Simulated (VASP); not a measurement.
Set up this calculation in VASP 6.6.1, as the native input.

```
Task                   : relaxation of cell and atoms
Functional             : r2SCAN
Potentials or basis    : VASP PAW PBE potentials, release 64 (Na_pv, Cl)
Cutoff                 : 600 eV
k mesh                 : 6 × 6 × 6
Occupations            : gaussian, width 0.1 eV
Spin                   : no spin polarisation
Target pressure        : 6.66 GPa
Dipole correction      : no
Further INCAR settings : ALGO = Normal; EDIFF = 1e-07; IBRION = 2; EDIFFG = -0.05; NSW = 80; ISIF = 3
```

The system is NaCl.

```xyz
2
Lattice="0.0000 2.8100 2.8100 2.8100 0.0000 2.8100 2.8100 2.8100 0.0000" Properties=species:S:1:pos:R:3 pbc="T T T"
Na    0.0000    0.0000    0.0000
Cl    2.8100    2.8100    2.8100
```

These files were run (other wordings do the same):

POSCAR

```
NaCl
1.0
    0.0000000000      2.8100000000      2.8100000000
    2.8100000000      0.0000000000      2.8100000000
    2.8100000000      2.8100000000      0.0000000000
Na Cl
1 1
Direct
    0.0000000000      0.0000000000      0.0000000000
    0.5000000000      0.5000000000      0.5000000000
```

INCAR.step1

```
  PREC = Accurate
  ENCUT = 600
  ISMEAR = 0
  SIGMA = 0.1
  LREAL = False
  LASPH = True
  NELM = 60
  GGA = PE
  ALGO = Normal
  EDIFF = 1E-4
  LWAVE = True
  LCHARG = False
```

INCAR.step2

```
  PREC = Accurate
  ENCUT = 600
  EDIFF = 1E-7
  ISMEAR = 0
  SIGMA = 0.1
  LREAL = False
  LASPH = True
  NELM = 60
  ALGO = Normal
  ISIF = 3
  LWAVE = False
  LCHARG = False
  METAGGA = R2SCAN
  LMIXTAU = True
  IBRION = 2
  NSW = 80
  EDIFFG = -0.05
  PSTRESS = 66.6
  ISTART = 1
```

KPOINTS

```
regular mesh
0
Gamma
  6 6 6
```

Potentials or basis: VASP PAW PBE potentials, release 64 (Na_pv, Cl).

Command:

```bash
$ cat potpaw_PBE.64/Na_pv/POTCAR potpaw_PBE.64/Cl/POTCAR > POTCAR
$ cp INCAR.step1 INCAR
$ mpirun -np 1 vasp_std > vasp.out
$ cp INCAR.step2 INCAR
$ mpirun -np 1 vasp_std > vasp.out
```

Results of the run:

```json
{"Relaxed volume": "18.68 Å³/atom", "Relaxed cell": "a = 3.752 Å, b = 3.752 Å, c = 3.752 Å, α = 60.00°, β = 60.00°, γ = 60.00°", "Space group after relaxing (to 0.05 Å)": "Fm-3m (No. 225)", "Energy change on relaxing (the enthalpy is what falls)": "+52.8 meV/atom", "Ionic steps": "3", "Pressure after relaxing": "6.4 GPa", "Band gap on the k mesh": "6.79 eV, direct"}
```

Caveat: the cell is relaxed towards a set pressure, so the enthalpy falls and the energy may rise; the volume moved by over 15 % at a fixed basis, so the end points are rough; the PAW data sets were made with another functional, which shifts forces and pressure a little.

Wall time 42 s on 1 thread of Intel(R) Xeon(R) 6975P-C (Granite Rapids), on a shared host, peak memory 0.18 GiB.
